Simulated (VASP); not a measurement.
Runs of VASP 6.6.1 on Al. The structure is that of space group P6_3/mmc (No. 194), or close to it. The cells are those of the table. This isn't the form of Al at room conditions, which is fcc.

```csv
cell,gap on the mesh (eV),pressure (GPa)
"a = 2.851, b = 2.851, c = 4.736 Å, angles 90.0, 90.0, 120.0°, 2 atoms",none,-3.2
"a = 2.767, b = 2.767, c = 5.028 Å, angles 90.0, 90.0, 120.0°, 2 atoms",none,-2.2
"a = 2.969, b = 2.969, c = 4.367 Å, angles 90.0, 90.0, 120.0°, 2 atoms",none,-2.2
"a = 2.725, b = 2.725, c = 5.186 Å, angles 90.0, 90.0, 120.0°, 2 atoms",none,(a)
"a = 2.892, b = 2.892, c = 4.604 Å, angles 90.0, 90.0, 120.0°, 2 atoms",none,-3.1
```

Alike in all rows: task single point; level LDA; potentials or basis VASP PAW LDA potentials, release 64 (Al); no spin polarisation; k mesh 21 × 21 × 12; cutoff (eV) 520; smearing gaussian 0.15 eV.

Problem. Estimate the missing entries.

Solution. (a) -1.1.

Caveats: the cell stands under tension (at least some runs).

A gap of «none» marks levels without a gap at the run's occupations.
